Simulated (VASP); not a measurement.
Runs of VASP 6.6.1 on Sr4SbO3. The structure is that of space group Pm-3m (No. 221), or close to it. The cells are those of the table. 

```csv
task,cell,k mesh,cutoff (eV),gap on the mesh (eV),pressure (GPa)
single point,"a = 5.757 Å, 8 atoms",4 × 4 × 4,520,none,(a)
single point,"a = 5.250 Å, 8 atoms",4 × 4 × 4,520,none,25.8
single point,"a = 5.776 Å, 8 atoms",8 × 8 × 8,520,none,0.2
relaxation of cell and atoms,"relaxed from a = 5.250 Å, 8 atoms",4 × 4 × 4,600,none,0.0
```

Alike in all rows: level PBE; potentials or basis VASP PAW PBE potentials, release 64 (Sr_sv, Sb, O); no spin polarisation; smearing gaussian 0.1 eV.

Q: Fill in the values left out.

A: (a) 0.5.

Caveats: spin-orbit coupling is left out, which moves the levels of the heavy elements; an odd number of electrons without spin polarisation forces a metal; a magnetic or distorted state may lie lower.

A k mesh can miss the band edges, and the runs leave out spin-orbit coupling on Sb, Sr.

A gap of «none» marks levels without a gap at the run's occupations.
